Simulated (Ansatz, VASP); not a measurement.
One calculation of NaF, two programs

POSCAR

```
NaF
1.0
    3.1775543043      0.0000000000      0.0000000000
   -1.5887771521      2.7518427494      0.0000000000
    0.0000000000      0.0000000000      5.5676310051
Na F
2 2
Direct
    0.0000000000      0.0000000000      0.0000000000
    0.0000000000      0.0000000000      0.5000000000
    0.3333333333      0.6666666667      0.2500000000
    0.6666666667      0.3333333333      0.7500000000
```

Contents of INCAR.step1:

```
ALGO     = Normal         # electronic algorithm
EDIFF    = 1E-5           # SCF threshold, eV
ENCUT    = 520            # plane-wave cutoff, eV
GGA      = PE             # functional
ISIF     = 2              # what is computed and relaxed
ISMEAR   = -1             # smearing method
LASPH    = True           # aspherical terms in the spheres
LCHARG   = False          # write CHGCAR
LREAL    = False          # projectors in reciprocal space
LWAVE    = True           # write WAVECAR
NBANDS   = 22             # bands
NELM     = 80             # most SCF steps
PREC     = Accurate       # precision mode
SIGMA    = 0.001          # smearing width, eV
```

The input INCAR.step2:

```
ALGO     = Normal         # electronic algorithm
EDIFF    = 1E-6           # SCF threshold, eV
ENCUT    = 520            # plane-wave cutoff, eV
GGA      = PE             # functional
HFSCREEN = 0.2079         # screening, 1/A
ISIF     = 2              # what is computed and relaxed
ISMEAR   = -1             # smearing method
ISTART   = 1            
LASPH    = True           # aspherical terms in the spheres
LCHARG   = False          # write CHGCAR
LHFCALC  = True           # exact exchange
LREAL    = False          # projectors in reciprocal space
LWAVE    = False          # write WAVECAR
NBANDS   = 22             # bands
NELM     = 80             # most SCF steps
PREC     = Accurate       # precision mode
PRECFOCK = Normal       
SIGMA    = 0.001          # smearing width, eV
```

Contents of KPOINTS:

```
k-points
0
Gamma
  6 6 2
```

Input for Ansatz:

```yaml
crystal:
  lattice:
    - [3.1775543043, 0.0, 0.0]
    - [-1.5887771521, 2.7518427494, 0.0]
    - [0.0, 0.0, 5.5676310051]
  atoms:
    - { symbol: Na, position: [0.0, 0.0, 0.0] }
    - { symbol: Na, position: [0.0, 0.0, 0.5] }
    - { symbol: F, position: [0.3333333333, 0.6666666667, 0.25] }
    - { symbol: F, position: [0.6666666667, 0.3333333333, 0.75] }
kpoints:
  mp_grid: { grid: [6, 6, 2] }
hamiltonian:
  xc: hse06
scf:
  occupations: { method: fermi_dirac, width: 0.001 }
  n_extra_bands: 5
output:
  forces: true
  stress: true
  eigenvalues: true
```

Alike in both runs: task single point; functional HSE06; k mesh 6 × 6 × 2; occupations fermi-dirac, width 0.001 eV; no spin polarisation.

```csv
,VASP,Ansatz
version,VASP 6.6.1,Ansatz 0.2.0
potentials or method,"VASP PAW PBE potentials, release 64 (Na_pv, F)",plane waves
plane-wave cutoff (eV),520,420
valence electrons in the cell,28,32
```

```csv
,VASP,Ansatz,Ansatz less VASP
gap on the k mesh at the Fermi level (eV),8.50,8.53,+0.031
pressure (GPa),1.6,1.5,-0.13
```

The functional is the same, so the differences come from potentials, cutoffs and numerics. VASP's potentials hold 28 valence electrons a cell and Ansatz's 32, so a difference there can come from the potentials and not from the codes. Ansatz's warnings: stress exchange threshold loose, stress scf threshold loose.

The k mesh is coarse, so the values compare programs but aren't converged.
